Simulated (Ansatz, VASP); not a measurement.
## Two plane-wave programs on Ru

File POSCAR:

```
Ru
1.0
    2.7059477279      0.0000000000      0.0000000000
   -1.3529738639      2.3434194737      0.0000000000
    0.0000000000      0.0000000000      4.2579056513
Ru
2
Direct
    0.3333333333      0.6666666667      0.2500000000
    0.6666666667      0.3333333333      0.7500000000
```

File INCAR.step1:

```
SYSTEM = Ru
PREC = Accurate
ENCUT = 520
ISMEAR = -1
SIGMA = 0.1
LREAL = .False.
LASPH = .True.
NELM = 60
NBANDS = 21
GGA = PE
ALGO = Normal
EDIFF = 1E-4
LWAVE = .True.
LCHARG = .False.
```

INCAR.step2

```
SYSTEM = Ru
PREC = Accurate
ENCUT = 520
EDIFF = 1E-7
ISMEAR = -1
SIGMA = 0.1
LREAL = .False.
LASPH = .True.
NELM = 60
ALGO = Normal
ISIF = 2
LWAVE = .False.
LCHARG = .False.
METAGGA = R2SCAN
LMIXTAU = .True.
NBANDS = 21
ISTART = 1
```

Contents of KPOINTS:

```
regular mesh
0
Gamma
  13 13 8
  0 0 0
```

Input for Ansatz:

```yaml
crystal:
  lattice:
    - [2.7059477279, 0.0, 0.0]
    - [-1.3529738639, 2.3434194737, 0.0]
    - [0.0, 0.0, 4.2579056513]
  atoms:
    - { symbol: Ru, position: [0.3333333333, 0.6666666667, 0.25] }
    - { symbol: Ru, position: [0.6666666667, 0.3333333333, 0.75] }
hamiltonian:
  xc: r2scan
  pseudopotentials:
    kind: paw
    azcp:
      Ru: "pseudopotentials/Ru.paw.azcp"
basis:
  ecutwfc: 600
  fft_grid_basis: typed
kpoints:
  mp_grid: { grid: [13, 13, 8], shift: [0, 0, 0] }
magnetization:
  spin_polarized: false
scf:
  occupations: { method: fermi_dirac, width: 0.1 }
  lower_state_search: "off"
output:
  stress: true
```

Alike in both runs: task single point; functional r2SCAN; k mesh 13 × 13 × 8; occupations fermi-dirac, width 0.1 eV; no spin polarisation.

|  | VASP | Ansatz |
| --- | --- | --- |
| version | VASP 6.6.1 | Ansatz 0.2.0 |
| potentials or method | VASP PAW PBE potentials, release 64 (Ru_pv), cutoff 520 eV | plane waves (600 eV) with PAW, scalar-relativistic |
| valence electrons in the cell | 28 | 32 |

Ansatz gave:

| Property | Result |
| --- | --- |
| pressure (GPa) | 0.0 |
| traceless stress, the component that is largest in VASP (GPa) | -0.01 |

Problem. What did VASP give for the same quantities?

Solution. Pressure (GPa): 1.5; traceless stress, the component that is largest in VASP (GPa): 0.11.

VASP's potentials were made for PBE, not for r2SCAN. With one functional, cell and mesh, what is left measures potentials, basis and numerics. VASP's potentials hold 28 valence electrons a cell and Ansatz's 32, so a difference there can come from the potentials and not from the codes.
